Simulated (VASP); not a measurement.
Write the native input for VASP 6.6.1 that does the following.

- Task: single point
- Functional: PBE
- Potentials or basis: VASP PAW PBE potentials, release 64 (Pt)
- Cutoff: 520 eV
- k mesh: 26 × 26 × 26
- Occupations: gaussian, width 0.15 eV
- Spin: no spin polarisation
- Dipole correction: no
- Further INCAR settings: ALGO = Fast; EDIFF = 1e-07; NBANDS = 11

The structure of Pt lies in POSCAR:

```
Pt
1.0
    0.0000000000      2.0843078071      2.0346814308
    2.0843078071      0.0000000000      2.0346814308
    2.0843078071      2.0843078071      0.0000000000
Pt
1
Direct
    0.0000000000      0.0000000000      0.0000000000
```

This cell differs from its parent crystal: strain +0.050 along x and y, +0.025 along z.

These files were run (other wordings do the same):

INCAR

```
SYSTEM = Pt
PREC = Accurate
ENCUT = 520
EDIFF = 1E-7
ISMEAR = 0
SIGMA = 0.15
LREAL = .False.
LASPH = .True.
NELM = 80
ALGO = Fast
ISIF = 2
LWAVE = .False.
LCHARG = .False.
GGA = PE
NBANDS = 11
```

KPOINTS

```
Automatic mesh
0
Gamma
  26 26 26
  0 0 0
```

Potentials or basis: VASP PAW PBE potentials, release 64 (Pt).

Command:

```sh
$ cat potpaw_PBE.64/Pt/POTCAR > POTCAR
$ mpirun -np 1 vasp_std > vasp.out
```

It gave:

* Pressure: -21.8 GPa
* Band gap on the k mesh: zero (band 5 reaches 8.89 eV, above the bottom of band 6 at 7.13 eV)

Caveat: the cell differs from its parent crystal (strain +0.050 along x and y, +0.025 along z); spin-orbit coupling is left out, which moves the levels of the heavy elements.

Wall time 74 s on 1 thread of Intel(R) Xeon(R) 6975P-C (Granite Rapids), on a shared host, peak memory 0.37 GiB.
